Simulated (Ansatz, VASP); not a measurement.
Two plane-wave programs on Sc

```
CELL_PARAMETERS angstrom
3.30880 0.00000 0.00000
-1.65440 2.86550 0.00000
0.00000 0.00000 5.34702
ATOMIC_POSITIONS crystal
Sc 0.33333 0.66667 0.25000
Sc 0.66667 0.33333 0.75000
```

Change from the starting cell: strain +0.000 along x and y, +0.015 along z, atoms carried along.

Alike in both runs: task single point; functional PBE; k mesh 18 × 18 × 10; occupations gaussian, width 0.15 eV; no spin polarisation.

```csv
,VASP,Ansatz
version,VASP 6.6.1,Ansatz 0.2.0
potentials or method,"VASP PAW PBE potentials, release 64 (Sc_sv), cutoff 520 eV","scalar-relativistic, plane waves, PAW"
valence electrons in the cell,22,22
```

|  | VASP | Ansatz | Ansatz less VASP |
| --- | --- | --- | --- |
| gap on the k mesh at the Fermi level (eV) | none | none | - |
| pressure (GPa) | -1.3 | -1.3 | -0.04 |
| traceless stress, the component that is largest in VASP (GPa) | -1.65 | -1.65 | +0.002 |

A gap of «none» marks a metal or a gap that the smearing closes. The functional is the same, so the differences come from potentials, cutoffs and numerics.
